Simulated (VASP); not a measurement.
# Al (I4/mmm) in VASP: a series of runs, part 2 of 2

VASP 6.6.1.

### 4 Single point, LDA

This run uses another cell than the first one, of the same volume but with other edges.

File INCAR:

```
SYSTEM = Al
ALGO = Normal
EDIFF = 1E-6
ENCUT = 520
ISIF = 2
ISMEAR = 0
LASPH = .True.
LCHARG = .True.
LELF = .True.
LREAL = .False.
LVHAR = .True.
LWAVE = .False.
NBANDS = 8
NELM = 100
PREC = Accurate
SIGMA = 0.15
```

File KPOINTS:

```
k-points
0
Gamma
  22 22 22
  0 0 0
```

File POSCAR:

```
Al
1.0
    0.0000000000      2.0810232911      1.9145414278
    2.0810232911      0.0000000000      1.9145414278
    2.0810232911      2.0810232911      0.0000000000
Al
1
Direct
    0.0000000000      0.0000000000      0.0000000000
```

Potentials or basis: VASP PAW LDA potentials, release 64 (Al).

On the command line:

```console
cat potpaw_LDA.64/Al/POTCAR > POTCAR
mpirun -np 1 vasp_std > vasp.out
```

OUTCAR:

```text
SYSTEM = Al
   EDIFF = 1E-6
   ENCUT = 520
   ISIF = 2
   ISMEAR = 0
   LASPH = .True.
   LREAL = .False.
   NELM = 100
   PREC = Accurate

 ion  position               nearest neighbor table
   1  0.000  0.000  0.000-

  LATTYP: Found a body centered tetragonal cell.
 ALAT       =     2.9430113619
 C/A-ratio  =     1.3010764774

  Lattice vectors:

 A1 = (   0.0000000000,  -2.0810232911,  -1.9145414278)
 A2 = (   0.0000000000,   2.0810232911,  -1.9145414278)
 A3 = (   2.0810232911,   0.0000000000,   1.9145414278)

Analysis of symmetry for initial positions (statically):
=====================================================================
 Subroutine PRICEL returns:
 Original cell was already a primitive cell.

 Routine SETGRP: Setting up the symmetry group for a
 body centered tetragonal supercell.

 Subroutine GETGRP returns: Found 16 space group operations
 (whereof 16 operations were pure point group operations)
 out of a pool of 16 trial point group operations.

The static configuration has the point symmetry D_4h.

Analysis of symmetry for dynamics (positions and initial velocities):
=====================================================================
 Subroutine PRICEL returns:
 Original cell was already a primitive cell.

 Routine SETGRP: Setting up the symmetry group for a
 body centered tetragonal supercell.

 Subroutine GETGRP returns: Found 16 space group operations
 (whereof 16 operations were pure point group operations)
 out of a pool of 16 trial point group operations.

The dynamic configuration has the point symmetry D_4h.

 Subroutine INISYM returns: Found 16 space group operations
 (whereof 16 operations are pure point group operations),
 and found     1 'primitive' translations

----------------------------------------------------------------------------------------

                                     Primitive cell

[... 110 lines left out ...]
  Fermi-wavevector in a.u.,A,eV,Ry     =   0.925903  1.749704 11.664236  0.857297
  Thomas-Fermi vector in A             =   2.051808
   LORBIT       =      0    0 simple, 1 ext, 2 COOP (PROOUT), +10 PAW based schemes
   GGA     = CA    functional components
   LHFCALC =     F    Hartree Fock is set to
   AEXX    =    0.0000 exact exchange contribution
   IVDW    =     0    specifies the selected vdW correction
   LEPSILON=     F    determine dielectric tensor
   LRPA    =     F    only Hartree local field effects (RPA)
 non-spin polarized calculation
 Gauss-broadening in eV      SIGMA  =   0.15
  energy-cutoff  :      520.00
  volume of cell :       16.58
 maximum number of plane-waves:       461
 NGX is ok and might be reduce to    24

 number of electron       3.0000000 magnetization

 Free energy of the ion-electron system (eV)
  ---------------------------------------------------
  ext. energy  EPLUGINS =         0.00000000
  ---------------------------------------------------
  free energy    TOTEN  =        -4.17369143 eV

  energy without entropy =       -4.16891181  energy(sigma->0) =       -4.17130162

 E-fermi :   7.7304     XC(G=0): -10.3253

 val. band max:        7.7213067657   @ k =  -0.2727   0.3636   0.1364
 cond. band min:       7.7306325456   @ k =   0.5000   0.4545   0.0000
 fundamental gap:      0.0093257798
 Fermi energy:         7.7304442455

 k-point     1 :       0.0000    0.0000    0.0000
  band No.  band energies     occupation
      1      -3.3256      2.00000
      2      20.0818      0.00000
      3      20.0818      0.00000
      4      20.9553      0.00000
      5      21.4377      0.00000
      6      21.6964      0.00000
      7      21.6964      0.00000
      8      24.4265      0.00000
[... 243 lines left out ...]
 k-point    24 :      -0.4545    0.0455    0.0000
  band No.  band energies     occupation
      1       2.5015      2.00000
      2       4.2573      2.00000
      3      17.3818      0.00000
      4      18.8360      0.00000
      5      18.9998      0.00000
      6      19.3460      0.00000
      7      22.6900      0.00000
      8      25.4295      0.00000

 [... further k-points ...]

------------------------ aborting loop because EDIFF is reached ----------------------------------------

  FORCE on cell =-STRESS in cart. coord.  units (eV):
  Direction    XX          YY          ZZ          XY          YZ          ZX
  --------------------------------------------------------------------------------------
  -------------------------------------------------------------------------------------
  Total       -0.4674241     -0.4674241     -0.0398781      0.0000000      0.0000000     -0.0000000
  in kB      -45.1619853    -45.1619853     -3.8529760      0.0000000      0.0000000     -0.0000000
  external PRESSURE =     -31.3923155 kB  Pullay stress =       0.0000000 kB

 VOLUME and BASIS-vectors are now :
 -----------------------------------------------------------------------------
  energy-cutoff  :      520.00
  volume of cell :       16.58
      direct lattice vectors                 reciprocal lattice vectors
     0.000000000  2.081023291  1.914541428    -0.240266412  0.240266412  0.261159144
     2.081023291  0.000000000  1.914541428     0.240266412 -0.240266412  0.261159144
     2.081023291  2.081023291  0.000000000     0.240266412  0.240266412 -0.261159144

 POSITION                                       TOTAL-FORCE (eV/Angst)
 -----------------------------------------------------------------------------------
      0.00000      0.00000      0.00000        -0.000000      0.000000      0.000000
 -----------------------------------------------------------------------------------
    total drift:                                0.000000     -0.000000     -0.000000

  FREE ENERGIE OF THE ION-ELECTRON SYSTEM (eV)
  ---------------------------------------------------
  free  energy   TOTEN  =        -4.1736914339 eV

  energy  without entropy=       -4.1689118141  energy(sigma->0) =       -4.17130162
```

Wall time 92 s (1 thread of Intel Xeon 8259CL, shared host); peak memory 0.2 GiB.

Results:

* Free energy: -4.1737 eV
* Pressure: -3.1 GPa
* Band gap on the k mesh: zero (an odd number of electrons rules out a gap without spin polarisation)

Levels at points of the mesh, in eV from the Fermi level:
| k point | band 1 | band 2 | band 3 | band 4 | band 5 |
| --- | --- | --- | --- | --- | --- |
| (0.00, 0.00, 0.00) | -11.06 | 12.35 | 12.35 | 13.22 | 13.71 |
| (0.50, 0.00, 0.00) | -4.50 | -4.35 | 10.24 | 10.53 | 11.68 |
| (0.50, 0.50, 0.00) | -2.01 | -0.43 | 4.54 | 4.54 | 4.70 |
| (0.50, 0.00, 0.50) | -3.25 | -2.17 | 5.71 | 5.82 | 6.38 |

Caveat: the cell stands under tension.

### 5 Single point, LDA

This run uses another cell than the first one, of the same volume but with other edges.

File INCAR:

```
SYSTEM = Al
ALGO     = Fast           ! electronic algorithm
EDIFF    = 1E-6           ! SCF threshold, eV
ENCUT    = 520            ! plane-wave cutoff, eV
GGA      = CA             ! functional
ISIF     = 2              ! what is computed and relaxed
ISMEAR   = 0              ! smearing method
LASPH    = .TRUE.         ! aspherical terms in the spheres
LCHARG   = .TRUE.         ! write CHGCAR
LELF     = .TRUE.         ! ELF
LREAL    = .FALSE.        ! projectors in reciprocal space
LVHAR    = .TRUE.       
LWAVE    = .FALSE.        ! write WAVECAR
NBANDS   = 8              ! bands
NELM     = 80             ! most SCF steps
PREC     = Accurate       ! precision mode
SIGMA    = 0.15           ! smearing width, eV
```

File KPOINTS:

```
k-points
0
G
  22 22 22
  0 0 0
```

File POSCAR:

```
Al
1.0
    0.0000000000      1.9606887411      2.1567576152
    1.9606887411      0.0000000000      2.1567576152
    1.9606887411      1.9606887411      0.0000000000
Al
1
Direct
    0.0000000000      0.0000000000      0.0000000000
```

On the command line:

```console
cat potpaw_LDA.64/Al/POTCAR > POTCAR
mpirun -np 1 vasp_std > vasp.out
```

It took 87 s on 1 thread of Intel Xeon 8259CL, shared host; peak memory 0.21 GiB.

Results (log left out):

| Property | Result |
| --- | --- |
| Free energy | -4.1699 eV |
| Pressure | -2.9 GPa |
| Band gap on the k mesh | zero (an odd number of electrons rules out a gap without spin polarisation) |

Stress tensor (GPa, compression positive):
```
-1.39  0.00  0.00
 0.00 -1.39  0.00
 0.00  0.00 -6.07
```

Levels at points of the mesh, in eV from the Fermi level:
```
           k point  band 1  band 2  band 3  band 4
(0.00, 0.00, 0.00)  -11.07   11.93   13.01   13.01
(0.50, 0.00, 0.00)   -4.51   -4.36    9.70   10.15
(0.50, 0.50, 0.00)   -3.70   -2.89    6.03    6.70
(0.50, 0.00, 0.50)   -2.42   -0.95    4.67    5.05
```

### 6 Summary

```csv
cell,gap on the mesh (eV),pressure (GPa)
"a = 2.789, b = 2.789, c = 3.109 Å, angles 56.1, 56.1, 67.8°, 1 atom",none,-1.8
"a = 3.042, b = 3.042, c = 2.623 Å, angles 64.5, 64.5, 51.1°, 1 atom",none,1.8
"a = 2.828, b = 2.828, c = 2.943 Å, angles 58.6, 58.6, 62.7°, 1 atom",none,-3.1
"a = 2.915, b = 2.915, c = 2.773 Å, angles 61.6, 61.6, 56.8°, 1 atom",none,-2.9
```

Alike in all rows: task single point; level LDA; potentials or basis VASP PAW LDA potentials, release 64 (Al); no spin polarisation; k mesh 22 × 22 × 22; cutoff (eV) 520; smearing gaussian 0.15 eV.

Caveats: the cell stands under tension (at least some runs).

Absolute energies hang on the potentials; compare differences alone.
